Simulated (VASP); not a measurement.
ZrNb2N4:

```
Zr Nb N
1.0
     5.60456   -1.60571    0.00000
     5.60456    1.60571    0.00000
    -2.69144    0.00000    4.91560
Zr Nb N
1 2 4
Direct
  0.00000 0.00000 0.00000
  0.74044 0.74044 0.72308
  0.25956 0.25956 0.27692
  0.87963 0.87963 0.54870
  0.12037 0.12037 0.45130
  0.63131 0.63131 0.97057
  0.36869 0.36869 0.02943
```

The cell was built from a structure type or drawn by symmetry, and may not be a known phase.

- Program: VASP 6.6.1
- Task: relaxation of cell and atoms
- Functional: PBE
- Potentials or basis: VASP PAW PBE potentials, release 64 (Zr_sv, Nb_sv, N)
- Cutoff: 600 eV
- k mesh: 4 × 4 × 3
- Occupations: gaussian, width 0.15 eV
- Spin: no spin polarisation

At the start: pressure -4.2 GPa; volume 12.64 Å³/atom.

Question: How do energy, volume and symmetry change on relaxing?

Answer: Over 10 steps the energy falls by 297.3 meV/atom and the volume is 12.44 Å³/atom (-1.6 %); space group C2/m (No. 12, to 0.1 Å) before and after.

Step by step:
```tsv
step	energy change (eV)	largest force (eV/Å)	pressure (GPa)	volume (Å³)
1	0.0000	3.7594	-4.24	88.47
2	-1.7789	1.5052	11.22	83.82
3	-1.8176	1.4598	8.45	84.39
4	-1.8576	0.7545	-10.36	91.30
5	-2.0153	0.5928	-2.41	87.95
6	-2.0718	0.1374	0.27	86.92
7	-2.0721	0.1404	0.45	86.85
8	-2.0786	0.1013	-0.19	87.13
9	-2.0786	0.1000	-0.20	87.13
10	-2.0813	0.0758	0.01	87.05
```

Final structure:
```cif
data_structure
_symmetry_space_group_name_H-M 'P 1'
_symmetry_Int_Tables_number 1
_cell_length_a 6.0566
_cell_length_b 6.0566
_cell_length_c 5.3040
_cell_angle_alpha 115.669
_cell_angle_beta 115.669
_cell_angle_gamma 30.039
_cell_volume 87.05
loop_
_atom_site_label
_atom_site_type_symbol
_atom_site_fract_x
_atom_site_fract_y
_atom_site_fract_z
_atom_site_occupancy
Zr1 Zr 0.00000 0.00000 0.00000 1
Nb1 Nb 0.72017 0.72017 0.72102 1
Nb2 Nb 0.27983 0.27983 0.27898 1
N1 N 0.86480 0.86480 0.54319 1
N2 N 0.13520 0.13520 0.45681 1
N3 N 0.63787 0.63787 0.99561 1
N4 N 0.36213 0.36213 0.00439 1
```

Caveat: the k points lie up to 0.52 Å⁻¹ apart in the final cell, too coarse for converged energies and pressures of a metal; the relaxation stopped at a loose force limit of 0.08 eV/Å, so its end isn't a converged minimum.
